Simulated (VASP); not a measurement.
# Cu12C in VASP: relaxation of the atoms with LDA

Aim: the relaxation of the atoms of Cu12C with LDA.

Everything below comes from runs of VASP 6.6.1. Logs are shortened: lines on timing, memory, paths and dates and some standing lists are left out, and cuts for length are marked.

## 1. The cell of the first run

The cell holds a slab with vacuum, 13 atoms: a = 4.976 Å, b = 4.976 Å, c = 19.502 Å, α = 90.00°, β = 90.00°, γ = 120.00°.

## 2. Relaxation of the atoms, LDA

INCAR

```
SYSTEM = Cu12C
PREC = Accurate
ENCUT = 520
EDIFF = 1E-7
ISMEAR = 0
SIGMA = 0.1
LREAL = .FALSE.
LASPH = .TRUE.
NELM = 120
ALGO = Normal
ISIF = 2
LWAVE = .FALSE.
LCHARG = .FALSE.
LDIPOL = .TRUE.
IDIPOL = 3
DIPOL = 0.5 0.5 0.320
IBRION = 2
NSW = 36
EDIFFG = -0.025
GGA_COMPAT = .FALSE.
NELMIN = 4
NELMDL = -8
KPAR = 4
```

KPOINTS

```
Automatic mesh
0
G
  6 6 1
  0 0 0
```

POSCAR

```
Cu12C
1.0
    4.9761055516      0.0000000000      0.0000000000
   -2.4880527758      4.3094338196      0.0000000000
    0.0000000000      0.0000000000     19.5024151607
Cu C
12 1
Selective dynamics
Direct
    0.3333333333      0.1666666667      0.2051028022  F F F
    0.3333333333      0.6666666667      0.2051028022  F F F
    0.8333333333      0.1666666667      0.2051028022  F F F
    0.8333333333      0.6666666667      0.2051028022  F F F
    0.1666666667      0.3333333333      0.3077257135  F F F
    0.1666666667      0.8333333333      0.3077257135  F F F
    0.6666666667      0.3333333333      0.3077257135  F F F
    0.6666666667      0.8333333333      0.3077257135  F F F
    0.0000000000      0.0000000000      0.4103294435  F F F
    0.0000000000      0.5000000000      0.4103294435  F F F
    0.5000000000      0.0000000000      0.4103294435  F F F
    0.5000000000      0.5000000000      0.4103294435  F F F
    0.3333333333      0.1666666667      0.4637174640  F F T
```

Potentials or basis: VASP PAW LDA potentials, release 64 (Cu, C).

Launch:

```bash
$ cat potpaw_LDA.64/Cu/POTCAR potpaw_LDA.64/C/POTCAR > POTCAR
$ mpirun -np 4 vasp_std > vasp.out
```

OUTCAR:

```text
SYSTEM = Cu12C
   PREC = Accurate
   ENCUT = 520
   EDIFF = 1E-7
   ISMEAR = 0
   LREAL = .FALSE.
   LASPH = .TRUE.
   NELM = 120
   ISIF = 2
   IBRION = 2
   NSW = 36
   EDIFFG = -0.025
   NELMIN = 4
   NELMDL = -8

 ion  position               nearest neighbor table
   1  0.333  0.167  0.205-   5 2.46   7 2.46   6 2.46   3 2.49   3 2.49   2 2.49   2 2.49   4 2.49
                             4 2.49
   2  0.333  0.667  0.205-   6 2.46   8 2.46   5 2.46   4 2.49   4 2.49   3 2.49   1 2.49   1 2.49
                             3 2.49
   3  0.833  0.167  0.205-   7 2.46   5 2.46   8 2.46   1 2.49   1 2.49   2 2.49   4 2.49   4 2.49
                             2 2.49
   4  0.833  0.667  0.205-   8 2.46   6 2.46   7 2.46   2 2.49   2 2.49   1 2.49   3 2.49   3 2.49
                             1 2.49
   5  0.167  0.333  0.308-  12 2.46   9 2.46  10 2.46   1 2.46   3 2.46   2 2.46   7 2.49   7 2.49
                             6 2.49   6 2.49   8 2.49   8 2.49
   6  0.167  0.833  0.308-  11 2.46  10 2.46   9 2.46   2 2.46   4 2.46   1 2.46   8 2.49   8 2.49
                             7 2.49   5 2.49   5 2.49   7 2.49
   7  0.667  0.333  0.308-  10 2.46  11 2.46  12 2.46   3 2.46   1 2.46   4 2.46   5 2.49   5 2.49
                             6 2.49   8 2.49   8 2.49   6 2.49
   8  0.667  0.833  0.308-   9 2.46  12 2.46  11 2.46   4 2.46   2 2.46   3 2.46   6 2.49   6 2.49
                             5 2.49   7 2.49   7 2.49   5 2.49
   9  0.000  0.000  0.410-  13 1.77   8 2.46   5 2.46   6 2.46  11 2.49  11 2.49  10 2.49  10 2.49
                            12 2.49  12 2.49
  10  0.000  0.500  0.410-   7 2.46   6 2.46   5 2.46  12 2.49  12 2.49   9 2.49   9 2.49  11 2.49
                            11 2.49
  11  0.500  0.000  0.410-  13 1.77   6 2.46   7 2.46   8 2.46   9 2.49   9 2.49  10 2.49  12 2.49
                            12 2.49  10 2.49
  12  0.500  0.500  0.410-  13 1.77   5 2.46   8 2.46   7 2.46  10 2.49  10 2.49   9 2.49  11 2.49
                            11 2.49   9 2.49
  13  0.333  0.167  0.464-   9 1.77  12 1.77  11 1.77

  LATTYP: Found a hexagonal cell.
 ALAT       =     4.9761055516
 C/A-ratio  =     3.9192125164

  Lattice vectors:

 A1 = (   4.9761055516,   0.0000000000,   0.0000000000)
 A2 = (  -2.4880527758,   4.3094338196,   0.0000000000)
 A3 = (   0.0000000000,   0.0000000000,  19.5024151607)

Analysis of symmetry for initial positions (statically):
=====================================================================
 Subroutine PRICEL returns:
 Original cell was already a primitive cell.

 Routine SETGRP: Setting up the symmetry group for a
 hexagonal supercell.

 Subroutine GETGRP returns: Found  6 space group operations
 (whereof  2 operations were pure point group operations)
 out of a pool of 24 trial point group operations.

The static configuration has the point symmetry C_1h.
 The point group associated with its full space group is C_3v.

Analysis of symmetry for dynamics (positions and initial velocities):
=====================================================================
 Subroutine PRICEL returns:
 Original cell was already a primitive cell.

 Routine SETGRP: Setting up the symmetry group for a
 hexagonal supercell.

 Subroutine GETGRP returns: Found  6 space group operations
 (whereof  2 operations were pure point group operations)
 out of a pool of 24 trial point group operations.

The dynamic configuration has the point symmetry C_1h.
 The point group associated with its full space group is C_3v.

Analysis of constrained symmetry for selective dynamics:
=====================================================================
 Subroutine PRICEL returns:
 Original cell was already a primitive cell.

 Routine SETGRP: Setting up the symmetry group for a
 hexagonal supercell.

 Subroutine GETGRP returns: Found  6 space group operations
 (whereof  2 operations were pure point group operations)
 out of a pool of 24 trial point group operations.

The constrained configuration has the point symmetry C_1h.
 The point group associated with its full space group is C_3v.

 Subroutine INISYM returns: Found  6 space group operations
 (whereof  2 operations are pure point group operations),
 and found     1 'primitive' translations

----------------------------------------------------------------------------------------

                                     Primitive cell

  volume of cell :     418.2136

  direct lattice vectors                    reciprocal lattice vectors
     4.976105552  0.000000000  0.000000000     0.200960367  0.116024522  0.000000000
[... 57 lines left out ...]

 Subroutine IBZKPT returns following result:
 ===========================================

 Found      7 irreducible k-points:

 Following reciprocal coordinates:
            Coordinates               Weight
  0.000000  0.000000  0.000000      1.000000
  0.166667 -0.000000  0.000000      6.000000
  0.333333  0.000000  0.000000      6.000000
  0.500000 -0.000000  0.000000      3.000000
  0.166667  0.166667  0.000000      6.000000
  0.333333  0.166667  0.000000     12.000000
  0.333333  0.333333  0.000000      2.000000
   k-points           NKPTS =      7   k-points in BZ     NKDIM =      7   number of bands    NBANDS=     81
   number of dos      NEDOS =    301   number of ions     NIONS =     13
   total plane-waves  NPLWV = 240000
   dimension x,y,z NGX =    40 NGY =   40 NGZ =  150
   dimension x,y,z NGXF=    80 NGYF=   80 NGZF=  300
   ions per type =              12   1
   NGX,Y,Z   is equivalent  to a cutoff of  13.36, 13.36, 12.79 a.u.
   NGXF,Y,Z  is equivalent  to a cutoff of  26.73, 26.73, 25.57 a.u.
 SYSTEM =  Cu12C
   PREC   = accura    normal or accurate (medium, high low for compatibility)
   ISTART =      0    job   : 0-new  1-cont  2-samecut
   ICHARG =      2    charge: 1-file 2-atom 10-const
   ISPIN  =      1    spin polarized calculation?
   LNONCOLLINEAR =      F non collinear calculations
   LSORBIT =      F    spin-orbit coupling
   LASPH  =      T    aspherical Exc in radial PAW
   ENCUT  =  520.0 eV  38.22 Ry    6.18 a.u.   9.25  9.25 36.26*2*pi/ulx,y,z
   NELM   =    120;   NELMIN=  4; NELMDL= -8     # of ELM steps
   EDIFF  = 0.1E-06   stopping-criterion for ELM
   LREAL  =      F    real-space projection
   EDIFFG = -.3E-01   stopping-criterion for IOM
   NSW    =     36    number of steps for IOM
   IBRION =      2    ionic relax: 0-MD 1-quasi-New 2-CG
   NFREE  =      1    steps in history (QN), initial steepest desc. (CG)
   ISIF   =      2    stress and relaxation
   ISYM   =      2    0-nonsym 1-usesym 2-fastsym
   POTIM  = 0.5000    time-step for ionic-motion
   TEBEG  =    0.0;   TEEND  =   0.0 temperature during run
   PSTRESS=    0.0 pullay stress
   NELECT =     136.0000    total number of electrons
   NUPDOWN=      -1.0000    fix difference up-down
   EMIN   =  10.00;   EMAX   =-10.00  energy-range for DOS
   EFERMI =   0.00;   METHOD = LEGACY
   ISMEAR =     0;   SIGMA  =   0.10  broadening in eV -4-tet -1-fermi 0-gaus
   EFERMI_NEDOS =   21; number of points for ismear=-14 and -15
   IALGO  =     38    algorithm
   IMIX   =      4    mixing-type and parameters
     AMIX     =   0.40;   BMIX     =  1.00
     AMIX_MAG =   1.60;   BMIX_MAG =  1.00
  volume/ion in A,a.u.               =      32.17       217.10
  Fermi-wavevector in a.u.,A,eV,Ry     =   1.125784  2.127423 17.243882  1.267390
  Thomas-Fermi vector in A             =   2.262463
   LORBIT       =      0    0 simple, 1 ext, 2 COOP (PROOUT), +10 PAW based schemes
   GGA     = CA    functional components
   LHFCALC =     F    Hartree Fock is set to
   AEXX    =    0.0000 exact exchange contribution
   IVDW    =     0    specifies the selected vdW correction
   LEPSILON=     F    determine dielectric tensor
   LRPA    =     F    only Hartree local field effects (RPA)
 conjugate gradient relaxation of ions
 non-spin polarized calculation
 Gauss-broadening in eV      SIGMA  =   0.10
  energy-cutoff  :      520.00
  volume of cell :      418.21
 maximum number of plane-waves:     11293
 NGX is ok and might be reduce to    40
   NGX = 19   NGY = 19   NGZ = 73

 dipolmoment           0.000000      0.000000     -0.283507 electrons x Angstroem

--------------------------------------- Ionic step        1  -------------------------------------------

 number of electron     135.9999977 magnetization

 Free energy of the ion-electron system (eV)
  ---------------------------------------------------
  ext. energy  EPLUGINS =         0.00000000
  ---------------------------------------------------
  free energy    TOTEN  =       -58.86713291 eV

  energy without entropy =      -58.85792372  energy(sigma->0) =      -58.86252831

------------------------ aborting loop because EDIFF is reached ----------------------------------------

  FORCE on cell =-STRESS in cart. coord.  units (eV):
  Direction    XX          YY          ZZ          XY          YZ          ZX
  --------------------------------------------------------------------------------------
  -------------------------------------------------------------------------------------
  Total       -1.1556868     -1.1556868      3.9521616     -0.0000000     -0.0000000      0.0000000
  in kB       -4.4274384     -4.4274384     15.1407394     -0.0000000     -0.0000000      0.0000000
  external PRESSURE =       2.0952875 kB  Pullay stress =       0.0000000 kB
[... 81 lines left out ...]
--------------------------------------- Ionic step        3  -------------------------------------------

 number of electron     135.9999977 magnetization

 dipolmoment           0.000000      0.000000      0.102362 electrons x Angstroem

 Free energy of the ion-electron system (eV)
  ---------------------------------------------------
  ext. energy  EPLUGINS =         0.00000000
  ---------------------------------------------------
  free energy    TOTEN  =       -58.90944881 eV

  energy without entropy =      -58.90149657  energy(sigma->0) =      -58.90547269

 E-fermi :  -0.9560     XC(G=0):  -5.3968

 val. band max:       -1.1491635413   @ k =   0.3333   0.0000   0.0000
 cond. band min:      -0.8802134928   @ k =   0.3333   0.3333   0.0000
 fundamental gap:      0.2689500485
 Fermi energy:        -0.9560489643

 k-point     1 :       0.0000    0.0000    0.0000
  band No.  band energies     occupation
      1     -12.5173      2.00000
      2     -10.0364      2.00000
      3      -7.7552      2.00000
      4      -6.7079      2.00000
      5      -6.6490      2.00000
      6      -6.6490      2.00000
[... 570 lines left out ...]
     79       4.6666      0.00000
     80       5.2379      0.00000
 [bands above 80 left out]

------------------------ aborting loop because EDIFF is reached ----------------------------------------

 vacuum level on the upper side and lower side of the slab       (xc-potential included)         0.414        -0.479

  FORCE on cell =-STRESS in cart. coord.  units (eV):
  Direction    XX          YY          ZZ          XY          YZ          ZX
  --------------------------------------------------------------------------------------
  -------------------------------------------------------------------------------------
  Total       -2.3361497     -2.3361497      2.3999288      0.0000000      0.0000000     -0.0000000
  in kB       -8.9497944     -8.9497944      9.1941321      0.0000000      0.0000000     -0.0000000
  external PRESSURE =      -2.9018189 kB  Pullay stress =       0.0000000 kB
[... 28 lines left out ...]
  FREE ENERGIE OF THE ION-ELECTRON SYSTEM (eV)
  ---------------------------------------------------
  free  energy   TOTEN  =       -58.9094488096 eV

  energy  without entropy=      -58.9014965686  energy(sigma->0) =      -58.90547269

 reached required accuracy - stopping structural energy minimisation

 vacuum level on the upper side and lower side of the slab         5.101         4.216
```

It took 8.3 min on 4 MPI ranks of Intel Xeon Platinum 8488C (Sapphire Rapids), shared host; peak memory 0.54 GiB.

Results:

```
Free energy               : -58.9094 eV
Energy gained by relaxing : 3.3 meV/atom
Ionic steps               : 3
Band gap on the k mesh    : zero (bands 68 and 69 overlap by 0.29 eV)
```

The path:
```csv
step,energy change (eV),largest force on free atoms (eV/Å),pressure (GPa)
1,0.0000,1.2064,0.21
2,-0.0409,0.2131,-0.20
3,-0.0423,0.0011,-0.29
```

Final structure:
```xyz
13
Lattice="4.9761 0.0000 0.0000 -2.4881 4.3094 0.0000 0.0000 0.0000 19.5024" Properties=species:S:1:pos:R:3 pbc="T T T"
Cu    1.2440    0.7182    4.0000
Cu    0.0000    2.8730    4.0000
Cu    3.7321    0.7182    4.0000
Cu    2.4881    2.8730    4.0000
Cu    0.0000    1.4365    6.0014
Cu   -1.2440    3.5912    6.0014
Cu    2.4881    1.4365    6.0014
Cu    1.2440    3.5912    6.0014
Cu    0.0000    0.0000    8.0024
Cu   -1.2440    2.1547    8.0024
Cu    2.4881    0.0000    8.0024
Cu    1.2440    2.1547    8.0024
C     1.2440    0.7182    9.1149
```

Levels at points of the mesh, in eV from the Fermi level:
```csv
k point,band 65,band 66,band 67,band 68,band 69,band 70,band 71,band 72
"(0.00, 0.00, 0.00)",-0.91,-0.79,-0.79,0.36,0.36,0.41,1.23,1.30
"(0.50, 0.00, 0.00)",-1.46,-0.73,-0.70,-0.20,0.17,0.61,0.81,1.81
```

The gap in the log of VASP goes by the Fermi energy; the results here count the filled bands.